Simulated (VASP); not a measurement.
A run of VASP 6.6.1 is set up as follows.

INCAR

```
ALGO     = Normal         # electronic algorithm
EDIFF    = 1E-6           # SCF threshold, eV
EDIFFG   = -0.008         # ionic threshold
ENCUT    = 520            # plane-wave cutoff, eV
GGA      = PS             # functional
IBRION   = 2              # ionic algorithm
ISIF     = 2              # what is computed and relaxed
ISMEAR   = 0              # smearing method
LASPH    = T              # aspherical terms in the spheres
LCHARG   = F              # write CHGCAR
LREAL    = F              # projectors in reciprocal space
LWAVE    = F              # write WAVECAR
NELM     = 100            # most SCF steps
NSW      = 60             # ionic steps
PREC     = Accurate       # precision mode
SIGMA    = 0.02           # smearing width, eV
```

The input KPOINTS:

```
k-points
0
Gamma
  12 12 2
```

POSCAR

```
WSe2
1.0
    3.2702526708      0.0000000000      0.0000000000
   -1.6351263354      2.8321218897      0.0000000000
    0.0000000000      0.0000000000     16.3279925445
W Se
1 2
Direct
    0.0000000000      0.0000000000      0.0000000000
    0.3333333333      0.6666666667      0.1003992730
    0.3333333333      0.6666666667      0.8996007270
```

Potentials or basis: VASP PAW PBE potentials, release 64 (W_sv, Se).

The run is started by

```sh
$ cat potpaw_PBE.64/W_sv/POTCAR potpaw_PBE.64/Se/POTCAR > POTCAR
$ mpirun -np 1 vasp_std > vasp.out
```

Q: Estimate the energy gained by relaxing.

A: 8.3 meV/atom.

Q: Predict the band gap on the k mesh.

A: 1.68 eV (least direct gap 1.70 eV).

The path:
```tsv
step	energy change (eV)	largest force (eV/Å)	pressure (GPa)
1	0.0000	0.6909	1.46
2	-0.0248	0.0625	0.17
3	-0.0250	0.0007	0.05
```

Caveat: the cell differs from its parent crystal (strain along c alone, the other axes held: -2.0 %); the PAW data sets were made with another functional, which shifts forces and pressure a little; spin-orbit coupling is left out, which moves the levels of the heavy elements.
